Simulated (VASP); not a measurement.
# TiNi (Pm-3m) in VASP: single point with LDA

Aim: the single point of TiNi with LDA.

Everything below comes from runs of VASP 6.6.1. Logs are shortened: lines on timing, memory, paths and dates and some standing lists are left out, and cuts for length are marked.

**1. The cell of the first run**

The structure is cubic, space group Pm-3m (No. 221). Conventional cell: a = 2.988 Å, b = 2.988 Å, c = 2.988 Å, α = 90.00°, β = 90.00°, γ = 90.00°. Ti (site symmetry m-3m) has 8 Ni at 2.59 Å and 6 Ti at 2.99 Å within 3.4 Å. Ni (site symmetry m-3m) has 8 Ti at 2.59 Å and 6 Ni at 2.99 Å within 3.4 Å.

**2. Single point, LDA, collinear spin, ferromagnetic start**

INCAR

```
PREC = Accurate ; ENCUT = 520
EDIFF = 1E-6 ; ISMEAR = -1
SIGMA = 0.05 ; LREAL = False
LASPH = True ; NELM = 150
ALGO = Normal ; ISIF = 2
LWAVE = False ; LCHARG = False
ISPIN = 2 ; MAGMOM = 0 1.5
LORBIT = 11 ; LMAXMIX = 4
GGA = CA ; NBANDS = 22
```

KPOINTS

```
regular mesh
0
Gamma
  16 16 16
```

POSCAR

```
TiNi
1.0
    2.9880700000      0.0000000000      0.0000000000
    0.0000000000      2.9880700000      0.0000000000
    0.0000000000      0.0000000000      2.9880700000
Ti Ni
1 1
Direct
    0.5000000000      0.5000000000      0.5000000000
    0.0000000000      0.0000000000      0.0000000000
```

Potentials or basis: VASP PAW LDA potentials, release 64 (Ti_sv, Ni).

On the command line:

```console
cat potpaw_LDA.64/Ti_sv/POTCAR potpaw_LDA.64/Ni/POTCAR > POTCAR
mpirun -np 1 vasp_std > vasp.out
```

OUTCAR:

```text
PREC = Accurate
   ENCUT = 520
   EDIFF = 1E-6
   ISMEAR = -1
   LREAL = False
   LASPH = True
   NELM = 150
   ISIF = 2
   ISPIN = 2
   LORBIT = 11
   GGA = CA

 ion  position               nearest neighbor table
   1  0.500  0.500  0.500-   2 2.59   2 2.59   2 2.59   2 2.59   2 2.59   2 2.59   2 2.59   2 2.59

   2  0.000  0.000  0.000-   1 2.59   1 2.59   1 2.59   1 2.59   1 2.59   1 2.59   1 2.59   1 2.59

  LATTYP: Found a simple cubic cell.
 ALAT       =     2.9880700000

  Lattice vectors:

 A1 = (   2.9880700000,   0.0000000000,   0.0000000000)
 A2 = (   0.0000000000,   2.9880700000,   0.0000000000)
 A3 = (   0.0000000000,   0.0000000000,   2.9880700000)

Analysis of symmetry for initial positions (statically):
=====================================================================
 Subroutine PRICEL returns:
 Original cell was already a primitive cell.

 Routine SETGRP: Setting up the symmetry group for a
 simple cubic supercell.

 Subroutine GETGRP returns: Found 48 space group operations
 (whereof 48 operations were pure point group operations)
 out of a pool of 48 trial point group operations.

The static configuration has the point symmetry O_h .

Analysis of symmetry for dynamics (positions and initial velocities):
=====================================================================
 Subroutine PRICEL returns:
 Original cell was already a primitive cell.

 Routine SETGRP: Setting up the symmetry group for a
 simple cubic supercell.

 Subroutine GETGRP returns: Found 48 space group operations
 (whereof 48 operations were pure point group operations)
 out of a pool of 48 trial point group operations.

The dynamic configuration has the point symmetry O_h .

Analysis of structural, dynamic, and magnetic symmetry:
=====================================================================
 Subroutine PRICEL returns:
 Original cell was already a primitive cell.

 Routine SETGRP: Setting up the symmetry group for a
 simple cubic supercell.

 Subroutine GETGRP returns: Found 48 space group operations
 (whereof 48 operations were pure point group operations)
 out of a pool of 48 trial point group operations.

The overall configuration has the point symmetry O_h .

 Subroutine INISYM returns: Found 48 space group operations
 (whereof 48 operations are pure point group operations),
 and found     1 'primitive' translations

----------------------------------------------------------------------------------------

                                     Primitive cell

  volume of cell :      26.6792

  direct lattice vectors                    reciprocal lattice vectors
     2.988070000  0.000000000  0.000000000     0.334664181  0.000000000  0.000000000
     0.000000000  2.988070000  0.000000000     0.000000000  0.334664181  0.000000000
     0.000000000  0.000000000  2.988070000     0.000000000  0.000000000  0.334664181

  length of vectors
     2.988070000  2.988070000  2.988070000     0.334664181  0.334664181  0.334664181

  position of ions in fractional coordinates (direct lattice)
     0.500000000  0.500000000  0.500000000
     0.000000000  0.000000000  0.000000000

  ion indices of the primitive-cell ions
   primitive index   ion index
                 1           1
                 2           2

----------------------------------------------------------------------------------------

 KPOINTS: regular mesh

Automatic generation of k-mesh.
 Grid dimensions read from file:
 generate k-points for:   16   16   16

 Generating k-lattice:

  Cartesian coordinates                     Fractional coordinates (reciprocal lattice)
     0.020916511  0.000000000  0.000000000     0.062500000  0.000000000  0.000000000
     0.000000000  0.020916511  0.000000000     0.000000000  0.062500000  0.000000000
     0.000000000  0.000000000  0.020916511     0.000000000  0.000000000  0.062500000

  Length of vectors
     0.020916511  0.020916511  0.020916511

  Shift w.r.t. Gamma in fractional coordinates (k-lattice)
     0.000000000  0.000000000  0.000000000

 Subroutine IBZKPT returns following result:
 ===========================================

 Found    165 irreducible k-points:

 Following reciprocal coordinates:
            Coordinates               Weight
  0.000000  0.000000  0.000000      1.000000
  0.062500  0.000000  0.000000      6.000000
  0.125000  0.000000  0.000000      6.000000
  0.187500  0.000000  0.000000      6.000000
  0.250000  0.000000  0.000000      6.000000
  0.312500  0.000000  0.000000      6.000000
[... 16 lines left out ...]
  0.437500  0.125000  0.000000     24.000000
  0.500000  0.125000  0.000000     12.000000
 [... further k-points ...]
   k-points           NKPTS =    165   k-points in BZ     NKDIM =    165   number of bands    NBANDS=     22
   number of dos      NEDOS =    301   number of ions     NIONS =      2
   total plane-waves  NPLWV =  13824
   dimension x,y,z NGX =    24 NGY =   24 NGZ =   24
   dimension x,y,z NGXF=    48 NGYF=   48 NGZF=   48
   ions per type =               1   1
   NGX,Y,Z   is equivalent  to a cutoff of  13.35, 13.35, 13.35 a.u.
   NGXF,Y,Z  is equivalent  to a cutoff of  26.71, 26.71, 26.71 a.u.
 SYSTEM =  unknown system
   PREC   = accura    normal or accurate (medium, high low for compatibility)
   ISTART =      0    job   : 0-new  1-cont  2-samecut
   ICHARG =      2    charge: 1-file 2-atom 10-const
   ISPIN  =      2    spin polarized calculation?
   LNONCOLLINEAR =      F non collinear calculations
   LSORBIT =      F    spin-orbit coupling
   LASPH  =      T    aspherical Exc in radial PAW
   ENCUT  =  520.0 eV  38.22 Ry    6.18 a.u.   5.56  5.56  5.56*2*pi/ulx,y,z
   NELM   =    150;   NELMIN=  2; NELMDL= -5     # of ELM steps
   EDIFF  = 0.1E-05   stopping-criterion for ELM
   LREAL  =      F    real-space projection
   EDIFFG = 0.1E-04   stopping-criterion for IOM
   NSW    =      0    number of steps for IOM
   IBRION =     -1    ionic relax: 0-MD 1-quasi-New 2-CG
   NFREE  =      0    steps in history (QN), initial steepest desc. (CG)
   ISIF   =      2    stress and relaxation
   ISYM   =      2    0-nonsym 1-usesym 2-fastsym
   POTIM  = 0.5000    time-step for ionic-motion
   TEBEG  =    0.0;   TEEND  =   0.0 temperature during run
   PSTRESS=    0.0 pullay stress
   NELECT =      22.0000    total number of electrons
   NUPDOWN=      -1.0000    fix difference up-down
   EMIN   =  10.00;   EMAX   =-10.00  energy-range for DOS
   EFERMI =   0.00;   METHOD = LEGACY
   ISMEAR =    -1;   SIGMA  =   0.05  broadening in eV -4-tet -1-fermi 0-gaus
   EFERMI_NEDOS =   21; number of points for ismear=-14 and -15
   IALGO  =     38    algorithm
   IMIX   =      4    mixing-type and parameters
     AMIX     =   0.40;   BMIX     =  1.00
     AMIX_MAG =   1.60;   BMIX_MAG =  1.00
  volume/ion in A,a.u.               =      13.34        90.02
  Fermi-wavevector in a.u.,A,eV,Ry     =   1.535176  2.901063 32.065757  2.356767
  Thomas-Fermi vector in A             =   2.642001
   LORBIT       =     11    0 simple, 1 ext, 2 COOP (PROOUT), +10 PAW based schemes
   GGA     = CA    functional components
   LHFCALC =     F    Hartree Fock is set to
   AEXX    =    0.0000 exact exchange contribution
   IVDW    =     0    specifies the selected vdW correction
   LEPSILON=     F    determine dielectric tensor
   LRPA    =     F    only Hartree local field effects (RPA)
 spin polarized calculation
  energy-cutoff  :      520.00
  volume of cell :       26.68
 maximum number of plane-waves:       739
 NGX is ok and might be reduce to    24
   NGX = 11   NGY = 11   NGZ = 11

 number of electron      21.9999986 magnetization       0.0011305

 number of electron      21.9999986 magnetization      -0.0005588

 Free energy of the ion-electron system (eV)
  ---------------------------------------------------
  ext. energy  EPLUGINS =         0.00000000
  ---------------------------------------------------
  free energy    TOTEN  =       -15.86064593 eV

  energy without entropy =      -15.83921215  energy(sigma->0) =      -15.84992904

 E-fermi :   9.3492     XC(G=0): -12.8240

 val. band max:        9.3477633654   @ k =   0.3125   0.3125   0.0000
 cond. band min:       9.3527456467   @ k =   0.4375   0.4375   0.1250
 fundamental gap:      0.0049822813
 Fermi energy:         9.3492104851

 spin component 1

 k-point     1 :       0.0000    0.0000    0.0000
  band No.  band energies     occupation
      1     -47.1213      1.00000
      2     -23.5967      1.00000
      3     -23.5967      1.00000
      4     -23.5967      1.00000
      5       1.5981      1.00000
      6       5.4539      1.00000
[... 14 lines left out ...]
     21      27.9115      0.00000
     22      30.4963      0.00000
[... 552 lines left out ...]
  band No.  band energies     occupation
      1     -47.0837      1.00000
      2     -23.8960      1.00000
      3     -23.6151      1.00000
      4     -23.5690      1.00000
      5       5.1631      1.00000
      6       5.6646      1.00000
[... 14 lines left out ...]
     21      25.8725      0.00000
     22      27.6910      0.00000

 [... further k-points ...]

 spin component 2

 k-point     1 :       0.0000    0.0000    0.0000
  band No.  band energies     occupation
      1     -47.1214      1.00000
      2     -23.5967      1.00000
      3     -23.5967      1.00000
      4     -23.5967      1.00000
      5       1.5980      1.00000
      6       5.4536      1.00000
[... 14 lines left out ...]
     21      27.9113      0.00000
     22      30.4963      0.00000
[... 552 lines left out ...]
  band No.  band energies     occupation
      1     -47.0838      1.00000
      2     -23.8960      1.00000
      3     -23.6152      1.00000
      4     -23.5690      1.00000
      5       5.1630      1.00000
      6       5.6646      1.00000
[... 14 lines left out ...]
     21      25.8724      0.00000
     22      27.6909      0.00000

 [... further k-points ...]

------------------------ aborting loop because EDIFF is reached ----------------------------------------

  FORCE on cell =-STRESS in cart. coord.  units (eV):
  Direction    XX          YY          ZZ          XY          YZ          ZX
  --------------------------------------------------------------------------------------
  -------------------------------------------------------------------------------------
  Total       -1.4610888     -1.4610888     -1.4610888      0.0000000      0.0000000      0.0000000
  in kB      -87.7434880    -87.7434880    -87.7434880      0.0000000      0.0000000      0.0000000
  external PRESSURE =     -87.7434880 kB  Pullay stress =       0.0000000 kB

 VOLUME and BASIS-vectors are now :
 -----------------------------------------------------------------------------
  energy-cutoff  :      520.00
  volume of cell :       26.68
      direct lattice vectors                 reciprocal lattice vectors
     2.988070000  0.000000000  0.000000000     0.334664181  0.000000000  0.000000000
     0.000000000  2.988070000  0.000000000     0.000000000  0.334664181  0.000000000
     0.000000000  0.000000000  2.988070000     0.000000000  0.000000000  0.334664181

 POSITION                                       TOTAL-FORCE (eV/Angst)
 -----------------------------------------------------------------------------------
      1.49404      1.49404      1.49404         0.000000      0.000000      0.000000
      0.00000      0.00000      0.00000         0.000000      0.000000      0.000000
 -----------------------------------------------------------------------------------
    total drift:                                0.000000      0.000000     -0.000000

  FREE ENERGIE OF THE ION-ELECTRON SYSTEM (eV)
  ---------------------------------------------------
  free  energy   TOTEN  =       -15.8606459267 eV

  energy  without entropy=      -15.8392121513  energy(sigma->0) =      -15.84992904

 total charge

# of ion       s       p       d       tot
------------------------------------------
    1        2.242   6.163   1.876  10.282
    2        0.588   0.474   8.336   9.398
--------------------------------------------------
tot          2.830   6.637  10.213  19.679

 magnetization (x)

# of ion       s       p       d       tot
------------------------------------------
    1        0.000   0.000  -0.000  -0.000
    2       -0.000  -0.000  -0.000  -0.000
--------------------------------------------------
tot         -0.000  -0.000  -0.000  -0.000
```

Wall time 81 s (1 thread of AMD EPYC 9R45 (Zen 5), shared host); peak memory 0.22 GiB.

What came out:

* Free energy: -15.8606 eV
* Pressure: -8.8 GPa
* Band gap on the k mesh: zero (filled and empty bands overlap)
* Net moment: 0.00 μB per cell
* Valence electrons inside the program's atomic spheres: Ti 10.28; Ni 9.40

Levels at points of the mesh, in eV from the Fermi level:
Spin up:
```tsv
k point	band 7	band 8	band 9	band 10	band 11	band 12	band 13	band 14	band 15	band 16
(0.00, 0.00, 0.00)	-3.90	-2.01	-2.01	-2.01	0.43	0.43	2.59	2.59	2.59	8.70
(0.50, 0.00, 0.00)	-2.76	-2.11	-2.11	-1.70	-0.75	-0.60	0.63	0.63	2.22	3.80
(0.50, 0.50, 0.00)	-2.77	-2.77	-1.30	-0.75	0.58	0.58	0.90	2.30	2.30	3.04
(0.50, 0.50, 0.50)	-2.82	-2.13	-2.13	-2.13	-1.27	-1.27	3.11	3.11	6.15	8.09
```
Spin down:
```csv
k point,band 8,band 9,band 10,band 11,band 12,band 13,band 14,band 15
"(0.00, 0.00, 0.00)",-2.01,-2.01,-2.01,0.43,0.43,2.59,2.59,2.59
"(0.50, 0.00, 0.00)",-2.11,-2.11,-1.70,-0.75,-0.60,0.63,0.63,2.22
"(0.50, 0.50, 0.00)",-2.77,-1.30,-0.75,0.58,0.58,0.90,2.30,2.30
"(0.50, 0.50, 0.50)",-2.13,-2.13,-2.13,-1.27,-1.27,3.11,3.11,6.15
```

Caveat: the cell stands under tension.
